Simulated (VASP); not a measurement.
# Si3N4 (I-43d) in VASP: further runs

The runs below take Si3N4 through electric field gradients, with PBE, r2SCAN.

Everything below comes from runs of VASP 6.6.1. Logs are shortened: lines on timing, memory, paths and dates and some standing lists are left out, and cuts for length are marked.

## 1. The cell of the first run

Symmetry: I-43d, No. 220, cubic system. The conventional cell has a = 6.475 Å, b = 6.475 Å, c = 6.475 Å, α = 90.00°, β = 90.00°, γ = 90.00°. Si (site symmetry -4) has 4 N at 1.75 Å within 2.3 Å. N (site symmetry 3) has 3 Si at 1.75 Å within 2.3 Å.

## 2. Electric field gradients, PBE

Contents of INCAR:

```
PREC     = Accurate       # precision mode
ENCUT    = 520            # plane-wave cutoff, eV
EDIFF    = 1E-8           # SCF threshold, eV
ISMEAR   = -1             # smearing method
SIGMA    = 0.01           # smearing width, eV
LREAL    = False          # projectors in reciprocal space
LASPH    = True           # aspherical terms in the spheres
NELM     = 80             # most SCF steps
ALGO     = Normal         # electronic algorithm
ISIF     = 2              # what is computed and relaxed
LWAVE    = False          # write WAVECAR
LCHARG   = False          # write CHGCAR
GGA      = PE             # functional
LEFG     = True         
NBANDS   = 45             # bands
```

Contents of KPOINTS:

```
Automatic mesh
0
Gamma
  6 6 6
```

Contents of POSCAR:

```
Si3N4
1.0
   -3.2373500000      3.2373500000      3.2373500000
    3.2373500000     -3.2373500000      3.2373500000
    3.2373500000      3.2373500000     -3.2373500000
Si N
6 8
Direct
    0.2500000000      0.1250000000      0.8750000000
    0.8750000000      0.2500000000      0.1250000000
    0.7500000000      0.3750000000      0.6250000000
    0.6250000000      0.7500000000      0.3750000000
    0.1250000000      0.8750000000      0.2500000000
    0.3750000000      0.6250000000      0.7500000000
    0.5628000000      0.5628000000      0.5628000000
    0.4372000000      0.5000000000      0.0000000000
    0.5000000000      0.0000000000      0.9372000000
    0.0000000000      0.4372000000      0.5000000000
    0.9372000000      0.5000000000      0.0000000000
    0.0628000000      0.0628000000      0.0628000000
    0.0000000000      0.9372000000      0.5000000000
    0.5000000000      0.0000000000      0.4372000000
```

Potentials or basis: VASP PAW PBE potentials, release 64 (Si, N).

On the command line:

```console
> cat potpaw_PBE.64/Si/POTCAR potpaw_PBE.64/N/POTCAR > POTCAR
> mpirun -np 1 vasp_std > vasp.out
```

OUTCAR:

```text
PREC = Accurate
   ENCUT = 520
   EDIFF = 1E-8
   ISMEAR = -1
   LREAL = False
   LASPH = True
   NELM = 80
   ISIF = 2
   GGA = PE

 ion  position               nearest neighbor table
   1  0.250  0.125  0.875-  12 1.75   9 1.75   8 1.75  13 1.75   4 3.03   6 3.03   2 3.03   5 3.03
                             6 3.03   4 3.03   2 3.03   5 3.03
   2  0.875  0.250  0.125-  10 1.75  11 1.75  12 1.75   9 1.75   5 3.03   6 3.03   1 3.03   6 3.03
                             3 3.03   1 3.03   3 3.03   5 3.03
   3  0.750  0.375  0.625-   7 1.75  10 1.75  11 1.75  14 1.75   6 3.03   5 3.03   4 3.03   5 3.03
                             2 3.03   2 3.03   4 3.03   6 3.03
   4  0.625  0.750  0.375-   7 1.75   8 1.75  13 1.75  14 1.75   3 3.03   5 3.03   1 3.03   6 3.03
                             1 3.03   5 3.03   6 3.03   3 3.03
   5  0.125  0.875  0.250-  11 1.75  12 1.75  13 1.75  14 1.75   1 3.03   4 3.03   3 3.03   2 3.03
                             3 3.03   4 3.03   1 3.03   2 3.03
   6  0.375  0.625  0.750-  10 1.75   8 1.75   9 1.75   7 1.75   4 3.03   1 3.03   2 3.03   1 3.03
                             3 3.03   2 3.03   4 3.03   3 3.03
   7  0.563  0.563  0.563-   4 1.75   3 1.75   6 1.75
   8  0.437  0.500  0.000-   1 1.75   4 1.75   6 1.75
   9  0.500  0.000  0.937-   1 1.75   6 1.75   2 1.75
  10  0.000  0.437  0.500-   6 1.75   3 1.75   2 1.75
  11  0.937  0.500  0.000-   5 1.75   3 1.75   2 1.75
  12  0.063  0.063  0.063-   1 1.75   2 1.75   5 1.75
  13  0.000  0.937  0.500-   1 1.75   4 1.75   5 1.75
  14  0.500  0.000  0.437-   4 1.75   5 1.75   3 1.75

  LATTYP: Found a body centered cubic cell.
 ALAT       =     6.4747000000

  Lattice vectors:

 A1 = (  -3.2373500000,   3.2373500000,   3.2373500000)
 A2 = (   3.2373500000,  -3.2373500000,   3.2373500000)
 A3 = (   3.2373500000,   3.2373500000,  -3.2373500000)

Analysis of symmetry for initial positions (statically):
=====================================================================
 Subroutine PRICEL returns:
 Original cell was already a primitive cell.

 Routine SETGRP: Setting up the symmetry group for a
 body centered cubic supercell.

 Subroutine GETGRP returns: Found 24 space group operations
 (whereof  3 operations were pure point group operations)
 out of a pool of 48 trial point group operations.

The static configuration has the point symmetry C_3 .
 The point group associated with its full space group is T_d .

Analysis of symmetry for dynamics (positions and initial velocities):
=====================================================================
 Subroutine PRICEL returns:
 Original cell was already a primitive cell.

 Routine SETGRP: Setting up the symmetry group for a
 body centered cubic supercell.

 Subroutine GETGRP returns: Found 24 space group operations
 (whereof  3 operations were pure point group operations)
 out of a pool of 48 trial point group operations.

The dynamic configuration has the point symmetry C_3 .
 The point group associated with its full space group is T_d .

 Subroutine INISYM returns: Found 24 space group operations
 (whereof  3 operations are pure point group operations),
 and found     1 'primitive' translations

----------------------------------------------------------------------------------------

                                     Primitive cell

  volume of cell :     135.7153

  direct lattice vectors                    reciprocal lattice vectors
    -3.237350000  3.237350000  3.237350000     0.000000000  0.154447310  0.154447310
     3.237350000 -3.237350000  3.237350000     0.154447310  0.000000000  0.154447310
     3.237350000  3.237350000 -3.237350000     0.154447310  0.154447310  0.000000000

  length of vectors
     5.607254682  5.607254682  5.607254682     0.218421481  0.218421481  0.218421481

  position of ions in fractional coordinates (direct lattice)
     0.250000000  0.125000000  0.875000000
     0.875000000  0.250000000  0.125000000
     0.750000000  0.375000000  0.625000000
     0.625000000  0.750000000  0.375000000
     0.125000000  0.875000000  0.250000000
     0.375000000  0.625000000  0.750000000
[... 125 lines left out ...]

 number of electron      64.0000001 magnetization

 Free energy of the ion-electron system (eV)
  ---------------------------------------------------
  ext. energy  EPLUGINS =         0.00000000
  ---------------------------------------------------
  free energy    TOTEN  =      -113.14660376 eV

  energy without entropy =     -113.14660376  energy(sigma->0) =     -113.14660376

 E-fermi :   8.0062     XC(G=0): -11.3777

 val. band max:        7.7036040465   @ k =   0.3333   0.3333   0.0000
 cond. band min:      11.7729757024   @ k =  -0.1667   0.1667   0.1667
 fundamental gap:      4.0693716559
 Fermi energy:         8.0062308666

 k-point     1 :       0.0000    0.0000    0.0000
  band No.  band energies     occupation
      1     -10.4787      2.00000
      2      -7.6052      2.00000
      3      -7.6052      2.00000
      4      -7.6052      2.00000
      5      -7.0915      2.00000
      6      -7.0915      2.00000
[... 741 lines left out ...]
     43      16.2490      0.00000
     44      16.2490      0.00000
 [bands above 44 left out]

------------------------ aborting loop because EDIFF is reached ----------------------------------------

  FORCE on cell =-STRESS in cart. coord.  units (eV):
  Direction    XX          YY          ZZ          XY          YZ          ZX
  --------------------------------------------------------------------------------------
  -------------------------------------------------------------------------------------
  Total        1.3956574      1.3956574      1.3956574      0.0000000      0.0000000     -0.0000000
  in kB       16.4763285     16.4763285     16.4763285      0.0000000      0.0000000     -0.0000000
  external PRESSURE =      16.4763285 kB  Pullay stress =       0.0000000 kB

 VOLUME and BASIS-vectors are now :
 -----------------------------------------------------------------------------
  energy-cutoff  :      520.00
  volume of cell :      135.72
      direct lattice vectors                 reciprocal lattice vectors
    -3.237350000  3.237350000  3.237350000     0.000000000  0.154447310  0.154447310
     3.237350000 -3.237350000  3.237350000     0.154447310  0.000000000  0.154447310
     3.237350000  3.237350000 -3.237350000     0.154447310  0.154447310  0.000000000

 POSITION                                       TOTAL-FORCE (eV/Angst)
 -----------------------------------------------------------------------------------
      2.42801      3.23735     -1.61868        -0.000000      0.000000      0.000000
     -1.61868      2.42801      3.23735        -0.000000      0.000000      0.000000
      0.80934      3.23735      1.61868        -0.000000      0.000000      0.000000
      1.61868      0.80934      3.23735        -0.000000      0.000000      0.000000
      3.23735     -1.61868      2.42801        -0.000000      0.000000      0.000000
      3.23735      1.61868      0.80934        -0.000000      0.000000      0.000000
      1.82198      1.82198      1.82198        -0.009037     -0.009037     -0.009037
      0.20331     -0.20331      3.03404        -0.009037      0.009037      0.009037
      1.41537      4.65272     -1.41537         0.009037      0.009037     -0.009037
      3.03404      0.20331     -0.20331         0.009037     -0.009037      0.009037
     -1.41537      1.41537      4.65272        -0.009037      0.009037      0.009037
      0.20331      0.20331      0.20331        -0.009037     -0.009037     -0.009037
      4.65272     -1.41537      1.41537         0.009037     -0.009037      0.009037
     -0.20331      3.03404      0.20331         0.009037      0.009037     -0.009037
 -----------------------------------------------------------------------------------
    total drift:                                0.000001      0.000001      0.000001

  FREE ENERGIE OF THE ION-ELECTRON SYSTEM (eV)
  ---------------------------------------------------
  free  energy   TOTEN  =      -113.1466037574 eV

  energy  without entropy=     -113.1466037574  energy(sigma->0) =     -113.14660376

 Electric field gradients (V/A^2)
---------------------------------------------------------------------
 ion       V_xx      V_yy      V_zz      V_xy      V_xz      V_yz
---------------------------------------------------------------------
   1      -0.799     0.400     0.400     0.000     0.000     0.000
   2       0.400    -0.799     0.400     0.000     0.000     0.000
   3      -0.799     0.400     0.400     0.000     0.000     0.000
   4       0.400    -0.799     0.400     0.000     0.000     0.000
   5       0.400     0.400    -0.799     0.000     0.000     0.000
   6       0.400     0.400    -0.799     0.000     0.000     0.000
   7       0.000    -0.000    -0.000   -27.637   -27.637   -27.637
   8      -0.000     0.000     0.000    27.635    27.635   -27.638
   9       0.000     0.000    -0.000   -27.638    27.635    27.635
  10       0.000    -0.000     0.000    27.635   -27.638    27.635
  11      -0.000     0.000     0.000    27.635    27.635   -27.638
  12       0.000    -0.000     0.000   -27.637   -27.637   -27.637
  13       0.000    -0.000     0.000    27.635   -27.638    27.635
  14       0.000     0.000    -0.000   -27.638    27.635    27.635
---------------------------------------------------------------------

 Electric field gradients after diagonalization (V/A^2)
 (convention: |V_zz| > |V_xx| > |V_yy|)
----------------------------------------------------------------------
 ion       V_xx      V_yy      V_zz     asymmetry (V_yy - V_xx)/ V_zz
----------------------------------------------------------------------
   1       0.400     0.400    -0.799       0.000
   2       0.400     0.400    -0.799       0.000
   3       0.400     0.400    -0.799       0.000
   4       0.400     0.400    -0.799       0.000
   5       0.400     0.400    -0.799       0.000
   6       0.400     0.400    -0.799       0.000
   7      27.637    27.637   -55.275       0.000
   8      27.638    27.634   -55.272       0.000
   9      27.638    27.634   -55.272       0.000
  10      27.638    27.634   -55.272       0.000
  11      27.638    27.634   -55.272       0.000
  12      27.637    27.637   -55.275       0.000
  13      27.638    27.634   -55.272       0.000
  14      27.638    27.634   -55.272       0.000
----------------------------------------------------------------------

           NMR quadrupolar parameters

 Cq : quadrupolar parameter    Cq=e*Q*V_zz/h
 eta: asymmetry parameters     (V_yy - V_xx)/ V_zz
 Q  : nuclear electric quadrupole moment in mb (millibarn)
----------------------------------------------------------------------
 ion       Cq(MHz)       eta       Q (mb)
----------------------------------------------------------------------
   1      -0.002       0.000       1.000
   2      -0.002       0.000       1.000
   3      -0.002       0.000       1.000
   4      -0.002       0.000       1.000
   5      -0.002       0.000       1.000
   6      -0.002       0.000       1.000
   7      -0.134       0.000       1.000
   8      -0.134       0.000       1.000
   9      -0.134       0.000       1.000
  10      -0.134       0.000       1.000
  11      -0.134       0.000       1.000
  12      -0.134       0.000       1.000
  13      -0.134       0.000       1.000
  14      -0.134       0.000       1.000
----------------------------------------------------------------------
```

It took 2.3 min on 1 thread of Intel Xeon Platinum 8259CL at 2.50GHz (Skylake/Cascade Lake), shared host; peak memory 0.28 GiB.

What came out:

```
Free energy                             : -113.1466 eV
Pressure                                : 1.6 GPa
Largest force                           : 0.016 eV/Å
Band gap on the k mesh                  : 4.07 eV (least direct gap 4.25 eV)
Largest electric field gradient by atom : Si -0.8; N -55.3 V/Å²
```

Forces on the atoms (eV/Å):
```
Si   0.000  0.000  0.000
Si   0.000  0.000  0.000
Si   0.000  0.000  0.000
Si   0.000  0.000  0.000
Si   0.000  0.000  0.000
Si   0.000  0.000  0.000
N   -0.009 -0.009 -0.009
N   -0.009  0.009  0.009
N    0.009  0.009 -0.009
N    0.009 -0.009  0.009
N   -0.009  0.009  0.009
N   -0.009 -0.009 -0.009
N    0.009 -0.009  0.009
N    0.009  0.009 -0.009
```

Levels at points of the mesh, in eV from the valence-band top:
```csv
k point,band 28,band 29,band 30,band 31,band 32,band 33,band 34,band 35,band 36,band 37
"(0.00, 0.00, 0.00)",-1.93,-0.16,-0.16,-0.16,-0.07,4.63,4.63,4.67,4.67,4.67
"(0.50, 0.00, 0.00)",-1.99,-1.28,-1.28,-0.02,-0.02,4.97,4.97,5.94,5.94,6.32
"(0.50, 0.50, 0.50)",-1.91,-1.91,-1.91,-1.20,-1.20,5.41,5.41,5.41,5.41,5.41
```

Electric field gradients, principal values (V/Å²):
| atom | least | middle | greatest (by size) |
| --- | --- | --- | --- |
| 1 Si | 0.400 | 0.400 | -0.799 |
| 2 Si | 0.400 | 0.400 | -0.799 |
| 3 Si | 0.400 | 0.400 | -0.799 |
| 4 Si | 0.400 | 0.400 | -0.799 |
| 5 Si | 0.400 | 0.400 | -0.799 |
| 6 Si | 0.400 | 0.400 | -0.799 |
| 7 N | 27.637 | 27.637 | -55.275 |
| 8 N | 27.634 | 27.638 | -55.272 |
| 9 N | 27.634 | 27.638 | -55.272 |
| 10 N | 27.634 | 27.638 | -55.272 |
| 11 N | 27.634 | 27.638 | -55.272 |
| 12 N | 27.637 | 27.637 | -55.275 |
| 13 N | 27.634 | 27.638 | -55.272 |
| 14 N | 27.634 | 27.638 | -55.272 |

Caveat: without QUAD_EFG the Cq values of the log hold for a quadrupole moment of 1 mb, not for the nuclei.

(Part 1 of 2 ends here.)
